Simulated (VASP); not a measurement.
# Hf4N in VASP: a series of runs

Runs on Hf4N. Level: PBE+D3(BJ). Tasks: single point.

Program: VASP 6.6.1. These are calculated values, not measurements. Logs are shortened: lines on timing, memory, paths and dates and some standing lists are left out, and cuts for length are marked.

### Step 1. The cell of the first run

The cell holds a slab with vacuum, 10 atoms: a = 6.342 Å, b = 5.017 Å, c = 22.167 Å, α = 90.00°, β = 90.00°, γ = 90.00°.

### Step 2. Single point, PBE+D3(BJ)

File INCAR:

```
  ALGO = Normal
  DIPOL = 0.5 0.5 0.312
  EDIFF = 1E-6
  ENCUT = 520
  GGA = PE
  IDIPOL = 3
  ISIF = 2
  ISMEAR = 0
  IVDW = 12
  LASPH = True
  LCHARG = False
  LDIPOL = True
  LREAL = False
  LWAVE = False
  NBANDS = 56
  NELM = 100
  PREC = Accurate
  SIGMA = 0.1
```

File KPOINTS:

```
k-points
0
Gamma
  4 6 1
```

File POSCAR:

```
Hf4N
1.0
    6.3423521406      0.0000000000      0.0000000000
    0.0000000000      5.0167614026      0.0000000000
    0.0000000000      0.0000000000     22.1665201410
Hf N
8 2
Direct
    0.0000000000      0.7500000000      0.1804523206
    0.5000000000      0.7500000000      0.1804523206
    0.2500000000      0.2500000000      0.2217506242
    0.7500000000      0.2500000000      0.2217506242
    0.2500000000      0.7500000000      0.2964821324
    0.7500000000      0.7500000000      0.2964821324
    0.0000000000      0.2500000000      0.3368377216
    0.5000000000      0.2500000000      0.3368377216
    0.0000000000      0.2500000000      0.4992448102
    0.0000000000      0.2500000000      0.5488691984
```

Potentials or basis: VASP PAW PBE potentials, release 64 (Hf_pv, N).

The run is started by

```
$ cat potpaw_PBE.64/Hf_pv/POTCAR potpaw_PBE.64/N/POTCAR > POTCAR
$ mpirun -np 1 vasp_std > vasp.out
```

OUTCAR:

```text
EDIFF = 1E-6
   ENCUT = 520
   GGA = PE
   ISIF = 2
   ISMEAR = 0
   IVDW = 12
   LASPH = True
   LREAL = False
   NELM = 100
   PREC = Accurate
 IVDW          = 12

 ion  position               nearest neighbor table
   1  0.000  0.750  0.180-   5 3.02   6 3.02   3 3.11   4 3.11   3 3.11   4 3.11   2 3.17   2 3.17

   2  0.500  0.750  0.180-   5 3.02   6 3.02   3 3.11   4 3.11   3 3.11   4 3.11   1 3.17   1 3.17

   3  0.250  0.250  0.222-   7 3.00   8 3.00   5 3.01   5 3.01   1 3.11   1 3.11   2 3.11   2 3.11
                             4 3.17   4 3.17
   4  0.750  0.250  0.222-   7 3.00   8 3.00   6 3.01   6 3.01   1 3.11   1 3.11   2 3.11   2 3.11
                             3 3.17   3 3.17
   5  0.250  0.750  0.296-   3 3.01   3 3.01   1 3.02   2 3.02   8 3.10   7 3.10   7 3.10   8 3.10
                             6 3.17   6 3.17
   6  0.750  0.750  0.296-   4 3.01   4 3.01   1 3.02   2 3.02   8 3.10   7 3.10   7 3.10   8 3.10
                             5 3.17   5 3.17
   7  0.000  0.250  0.337-   3 3.00   4 3.00   5 3.10   6 3.10   5 3.10   6 3.10   8 3.17   8 3.17

   8  0.500  0.250  0.337-   3 3.00   4 3.00   5 3.10   6 3.10   5 3.10   6 3.10   7 3.17   7 3.17

   9  0.000  0.250  0.499-  10 1.10
  10  0.000  0.250  0.549-   9 1.10

  LATTYP: Found a simple orthorhombic cell.
 ALAT       =     5.0167614026
 B/A-ratio  =     1.2642323666
 C/A-ratio  =     4.4184920035

  Lattice vectors:

 A1 = (   0.0000000000,  -5.0167614026,   0.0000000000)
 A2 = (   6.3423521406,   0.0000000000,   0.0000000000)
 A3 = (   0.0000000000,   0.0000000000,  22.1665201410)

Analysis of symmetry for initial positions (statically):
=====================================================================
 Subroutine PRICEL returns:
 Original cell was already a primitive cell.

 Routine SETGRP: Setting up the symmetry group for a
 simple orthorhombic supercell.

 Subroutine GETGRP returns: Found  4 space group operations
 (whereof  2 operations were pure point group operations)
 out of a pool of  8 trial point group operations.

The static configuration has the point symmetry C_1h.
 The point group associated with its full space group is C_2v.

Analysis of symmetry for dynamics (positions and initial velocities):
=====================================================================
 Subroutine PRICEL returns:
 Original cell was already a primitive cell.

 Routine SETGRP: Setting up the symmetry group for a
 simple orthorhombic supercell.

 Subroutine GETGRP returns: Found  4 space group operations
 (whereof  2 operations were pure point group operations)
 out of a pool of  8 trial point group operations.

The dynamic configuration has the point symmetry C_1h.
 The point group associated with its full space group is C_2v.

 Subroutine INISYM returns: Found  4 space group operations
 (whereof  2 operations are pure point group operations),
 and found     1 'primitive' translations

----------------------------------------------------------------------------------------

                                     Primitive cell

  volume of cell :     705.2958

  direct lattice vectors                    reciprocal lattice vectors
     6.342352141  0.000000000  0.000000000     0.157670211  0.000000000  0.000000000
     0.000000000  5.016761403  0.000000000     0.000000000  0.199331784  0.000000000
     0.000000000  0.000000000 22.166520141     0.000000000  0.000000000  0.045113080

  length of vectors
     6.342352141  5.016761403 22.166520141     0.157670211  0.199331784  0.045113080

  position of ions in fractional coordinates (direct lattice)
     0.000000000  0.750000000  0.180452321
     0.500000000  0.750000000  0.180452321
     0.250000000  0.250000000  0.221750624
     0.750000000  0.250000000  0.221750624
     0.250000000  0.750000000  0.296482132
     0.750000000  0.750000000  0.296482132
     0.000000000  0.250000000  0.336837722
     0.500000000  0.250000000  0.336837722
     0.000000000  0.250000000  0.499244810
     0.000000000  0.250000000  0.548869198

  ion indices of the primitive-cell ions
   primitive index   ion index
                 1           1
                 2           2
                 3           3
                 4           4
                 5           5
                 6           6
                 7           7
                 8           8
                 9           9
                10          10

----------------------------------------------------------------------------------------

 KPOINTS: k-points

Automatic generation of k-mesh.
 Grid dimensions read from file:
 generate k-points for:    4    6    1

 Generating k-lattice:

  Cartesian coordinates                     Fractional coordinates (reciprocal lattice)
     0.039417553  0.000000000  0.000000000     0.250000000  0.000000000  0.000000000
     0.000000000  0.033221964  0.000000000     0.000000000  0.166666667  0.000000000
     0.000000000  0.000000000  0.045113080     0.000000000  0.000000000  1.000000000

  Length of vectors
     0.039417553  0.033221964  0.045113080

  Shift w.r.t. Gamma in fractional coordinates (k-lattice)
     0.000000000  0.000000000  0.000000000

 Subroutine IBZKPT returns following result:
 ===========================================

 Found     12 irreducible k-points:

 Following reciprocal coordinates:
            Coordinates               Weight
  0.000000  0.000000  0.000000      1.000000
  0.250000  0.000000  0.000000      2.000000
  0.500000  0.000000  0.000000      1.000000
  0.000000  0.166667  0.000000      2.000000
  0.250000  0.166667  0.000000      4.000000
  0.500000  0.166667  0.000000      2.000000
  0.000000  0.333333  0.000000      2.000000
  0.250000  0.333333  0.000000      4.000000
  0.500000  0.333333  0.000000      2.000000
  0.000000  0.500000  0.000000      1.000000
  0.250000  0.500000  0.000000      2.000000
  0.500000  0.500000  0.000000      1.000000
   k-points           NKPTS =     12   k-points in BZ     NKDIM =     12   number of bands    NBANDS=     56
   number of dos      NEDOS =    301   number of ions     NIONS =     10
   total plane-waves  NPLWV = 322560
   dimension x,y,z NGX =    48 NGY =   40 NGZ =  168
   dimension x,y,z NGXF=    96 NGYF=   80 NGZF=  336
   ions per type =               8   2
   NGX,Y,Z   is equivalent  to a cutoff of  12.58, 13.26, 12.60 a.u.
   NGXF,Y,Z  is equivalent  to a cutoff of  25.16, 26.51, 25.20 a.u.
 SYSTEM =  unknown system
   PREC   = accura    normal or accurate (medium, high low for compatibility)
   ISTART =      0    job   : 0-new  1-cont  2-samecut
   ICHARG =      2    charge: 1-file 2-atom 10-const
   ISPIN  =      1    spin polarized calculation?
   LNONCOLLINEAR =      F non collinear calculations
   LSORBIT =      F    spin-orbit coupling
   LASPH  =      T    aspherical Exc in radial PAW
   ENCUT  =  520.0 eV  38.22 Ry    6.18 a.u.  11.79  9.33 41.22*2*pi/ulx,y,z
   NELM   =    100;   NELMIN=  2; NELMDL= -5     # of ELM steps
   EDIFF  = 0.1E-05   stopping-criterion for ELM
   LREAL  =      F    real-space projection
   EDIFFG = 0.1E-04   stopping-criterion for IOM
   NSW    =      0    number of steps for IOM
   IBRION =     -1    ionic relax: 0-MD 1-quasi-New 2-CG
   NFREE  =      0    steps in history (QN), initial steepest desc. (CG)
   ISIF   =      2    stress and relaxation
   ISYM   =      2    0-nonsym 1-usesym 2-fastsym
   POTIM  = 0.5000    time-step for ionic-motion
   TEBEG  =    0.0;   TEEND  =   0.0 temperature during run
   PSTRESS=    0.0 pullay stress
   NELECT =      90.0000    total number of electrons
   NUPDOWN=      -1.0000    fix difference up-down
   EMIN   =  10.00;   EMAX   =-10.00  energy-range for DOS
   EFERMI =   0.00;   METHOD = LEGACY
   ISMEAR =     0;   SIGMA  =   0.10  broadening in eV -4-tet -1-fermi 0-gaus
   EFERMI_NEDOS =   21; number of points for ismear=-14 and -15
   IALGO  =     38    algorithm
   IMIX   =      4    mixing-type and parameters
     AMIX     =   0.40;   BMIX     =  1.00
     AMIX_MAG =   1.60;   BMIX_MAG =  1.00
  volume/ion in A,a.u.               =      70.53       475.96
  Fermi-wavevector in a.u.,A,eV,Ry     =   0.824199  1.557510  9.242484  0.679303
  Thomas-Fermi vector in A             =   1.935842
   LORBIT       =      0    0 simple, 1 ext, 2 COOP (PROOUT), +10 PAW based schemes
   GGA     = PE    functional components
   LHFCALC =     F    Hartree Fock is set to
   AEXX    =    0.0000 exact exchange contribution
   IVDW    =    12    specifies the selected vdW correction
   LEPSILON=     F    determine dielectric tensor
   LRPA    =     F    only Hartree local field effects (RPA)
 non-spin polarized calculation
 Gauss-broadening in eV      SIGMA  =   0.10
  energy-cutoff  :      520.00
  volume of cell :      705.30
 maximum number of plane-waves:     19096
 NGX is ok and might be reduce to    48
   NGX = 23   NGY = 19   NGZ = 83

 dipolmoment           0.000000      0.000000      0.092998 electrons x Angstroem

 number of electron      89.9999989 magnetization

 dipolmoment           0.000000      0.000000     -0.020735 electrons x Angstroem

 Free energy of the ion-electron system (eV)
  ---------------------------------------------------
  ext. energy  EPLUGINS =         0.00000000
  ---------------------------------------------------
  free energy    TOTEN  =       -88.60350335 eV

  energy without entropy =      -88.53936263  energy(sigma->0) =      -88.57143299

 E-fermi :  -1.2592     XC(G=0):  -4.2242

 val. band max:       -1.2772627304   @ k =   0.2500   0.3333   0.0000
 cond. band min:      -1.2239932304   @ k =   0.5000   0.5000   0.0000
 fundamental gap:      0.0532695001
 Fermi energy:        -1.2592413969

 k-point     1 :       0.0000    0.0000    0.0000
  band No.  band energies     occupation
      1     -32.5325      2.00000
      2     -32.5201      2.00000
      3     -32.5014      2.00000
      4     -32.4830      2.00000
      5     -32.4407      2.00000
      6     -32.4142      2.00000
[... 48 lines left out ...]
     55       0.2766      0.00000
     56       0.3752      0.00000

 k-point     2 :       0.2500    0.0000    0.0000
  band No.  band energies     occupation
      1     -32.5251      2.00000
      2     -32.5145      2.00000
      3     -32.4897      2.00000
      4     -32.4535      2.00000
      5     -32.4364      2.00000
      6     -32.3671      2.00000
[... 48 lines left out ...]
     55       0.0687      0.00000
     56       0.2626      0.00000

 k-point     3 :       0.5000    0.0000    0.0000
  band No.  band energies     occupation
      1     -32.5142      2.00000
      2     -32.5123      2.00000
      3     -32.4627      2.00000
      4     -32.4609      2.00000
      5     -32.3743      2.00000
      6     -32.3737      2.00000
[... 464 lines left out ...]
 k-point    11 :       0.2500    0.5000    0.0000
  band No.  band energies     occupation
      1     -32.5469      2.00000
      2     -32.5356      2.00000
      3     -32.4959      2.00000
      4     -32.4853      2.00000
      5     -32.4255      2.00000
      6     -32.4159      2.00000
[... 48 lines left out ...]
     55      -0.1092      0.00000
     56       0.0979      0.00000

 k-point    12 :       0.5000    0.5000    0.0000
  band No.  band energies     occupation
      1     -32.5163      2.00000
      2     -32.5144      2.00000
      3     -32.5043      2.00000
      4     -32.5024      2.00000
      5     -32.3151      2.00000
      6     -32.3137      2.00000
[... 48 lines left out ...]
     55      -0.4130      0.00000
     56      -0.4038      0.00000

------------------------ aborting loop because EDIFF is reached ----------------------------------------

 vacuum level on the upper side and lower side of the slab       (xc-potential included)        -0.199        -0.153

 Edisp (eV)   -2.08050

 E8    (eV) :    -1.1476

  FORCE on cell =-STRESS in cart. coord.  units (eV):
  Direction    XX          YY          ZZ          XY          YZ          ZX
  --------------------------------------------------------------------------------------
  -------------------------------------------------------------------------------------
  Total      -8.08827    -1.07009     1.52418     0.00000     0.00000     0.00000
  in kB     -18.37363    -2.43087     3.46239     0.00000     0.00000     0.00000
  external pressure =       -5.78 kB  Pullay stress =        0.00 kB

 VOLUME and BASIS-vectors are now :
 -----------------------------------------------------------------------------
  energy-cutoff  :      520.00
  volume of cell :      705.30
      direct lattice vectors                 reciprocal lattice vectors
     6.342352141  0.000000000  0.000000000     0.157670211  0.000000000  0.000000000
     0.000000000  5.016761403  0.000000000     0.000000000  0.199331784  0.000000000
     0.000000000  0.000000000 22.166520141     0.000000000  0.000000000  0.045113080

 POSITION                                       TOTAL-FORCE (eV/Angst)
 -----------------------------------------------------------------------------------
      0.00000      3.76257      4.00000         0.000000      0.000000      0.135302
      3.17118      3.76257      4.00000         0.000000      0.000000      0.155250
      1.58559      1.25419      4.91544         0.015613      0.000000     -0.130297
      4.75676      1.25419      4.91544        -0.015613      0.000000     -0.130297
      1.58559      3.76257      6.57198        -0.005650     -0.000000     -0.022534
      4.75676      3.76257      6.57198         0.005650      0.000000     -0.022534
      0.00000      1.25419      7.46652         0.000000      0.000000      0.169240
      3.17118      1.25419      7.46652         0.000000      0.000000     -0.033213
      0.00000      1.25419     11.06652         0.000000      0.000000     -2.303507
      0.00000      1.25419     12.16652         0.000000      0.000000      2.182589
 -----------------------------------------------------------------------------------
    total drift:                                0.000000     -0.000000      0.000576

  FREE ENERGIE OF THE ION-ELECTRON SYSTEM (eV)
  ---------------------------------------------------
  free  energy   TOTEN  =       -90.6840008214 eV

  energy  without entropy=      -90.6198600965  energy(sigma->0) =      -90.65193046

 vacuum level on the upper side and lower side of the slab         2.403         2.472
```

It took 11 min on 1 thread of AMD EPYC 9R45 (Zen 5), shared host; peak memory 0.83 GiB.

Results:

| Quantity | Value |
| --- | --- |
| Free energy | -90.6840 eV |
| Largest force | 2.304 eV/Å |
| Band gap on the k mesh | zero (bands 45 and 46 overlap by 0.43 eV) |
| Dispersion energy per atom | -0.208 eV |

Forces in eV/Å, atoms in the order of the input:
```
Hf   0.000  0.000  0.135
Hf   0.000  0.000  0.155
Hf   0.016  0.000 -0.130
Hf  -0.016  0.000 -0.130
Hf  -0.006  0.000 -0.023
Hf   0.006  0.000 -0.023
Hf   0.000  0.000  0.169
Hf   0.000  0.000 -0.033
N    0.000  0.000 -2.304
N    0.000  0.000  2.183
```

Caveat: the standard files for N, O and F lose accuracy on very short bonds; spin-orbit coupling is left out, which moves the levels of the heavy elements.

### Step 3. Single point, PBE+D3(BJ)

File INCAR:

```
SYSTEM = Hf4N
PREC     = Accurate       ! precision mode
ENCUT    = 520            ! plane-wave cutoff, eV
EDIFF    = 1E-6           ! SCF threshold, eV
ISMEAR   = 0              ! smearing method
SIGMA    = 0.1            ! smearing width, eV
LREAL    = .FALSE.        ! projectors in reciprocal space
LASPH    = .TRUE.         ! aspherical terms in the spheres
NELM     = 60             ! most SCF steps
ALGO     = Normal         ! electronic algorithm
ISIF     = 2              ! what is computed and relaxed
LWAVE    = .FALSE.        ! write WAVECAR
LCHARG   = .TRUE.         ! write CHGCAR
LDIPOL   = .TRUE.       
IDIPOL   = 3            
DIPOL    = 0.5 0.5 0.312
GGA      = PE             ! functional
IVDW     = 12             ! dispersion correction
LELF     = .TRUE.         ! ELF
LVHAR    = .TRUE.       
LVACPOTAV= .TRUE.       
NBANDS   = 56             ! bands
```

File KPOINTS:

```
Automatic mesh
0
G
  4 6 1
  0 0 0
```

Edit POSCAR of step 2 so:

```diff
@@ -16,3 +16,3 @@
     0.5000000000      0.2500000000      0.3368377216
-    0.0000000000      0.2500000000      0.4992448102
-    0.0000000000      0.2500000000      0.5488691984
+    0.0000000000      0.7500000000      0.4992448102
+    0.0000000000      0.7500000000      0.5488691984
```

Potentials or basis: VASP PAW PBE potentials, release 64 (Hf_pv, N).

The run is started by

```
$ cat potpaw_PBE.64/Hf_pv/POTCAR potpaw_PBE.64/N/POTCAR > POTCAR
$ mpirun -np 1 vasp_std > vasp.out
```

Wall time 11 min (1 thread of AMD EPYC 9R45 (Zen 5), shared host); peak memory 0.82 GiB.

Results (log left out):

```yaml
Free_energy: -90.6137 eV
Largest_force: 2.192 eV/Å
Band_gap_on_the_k_mesh: zero (bands 45 and 46 overlap by 0.45 eV)
Dispersion_energy_per_atom: -0.208 eV
```

Forces in eV/Å, atoms in the order of the input:
```
Hf   0.000  0.000  0.135
Hf   0.000  0.000  0.147
Hf   0.009  0.000 -0.079
Hf  -0.009  0.000 -0.079
Hf  -0.005  0.000 -0.026
Hf   0.005  0.000 -0.026
Hf   0.000  0.000 -0.029
Hf   0.000  0.000 -0.060
N    0.000  0.000 -2.174
N    0.000  0.000  2.192
```

Levels at points of the mesh, in eV from the Fermi level:
```csv
k point,band 43,band 44,band 45,band 46,band 47,band 48
"(0.00, 0.00, 0.00)",-0.40,-0.31,0.10,0.42,0.45,0.70
"(0.50, 0.00, 0.00)",-0.43,-0.37,-0.35,-0.34,-0.32,0.22
"(0.00, 0.50, 0.00)",-0.43,-0.28,-0.25,0.49,0.49,0.59
"(0.50, 0.50, 0.00)",-0.17,-0.16,-0.16,0.05,0.06,0.06
```

Caveat: the standard files for N, O and F lose accuracy on very short bonds; spin-orbit coupling is left out, which moves the levels of the heavy elements.

[end of part 1 of 2]

The gap in the log of VASP goes by the Fermi energy; the results here count the filled bands.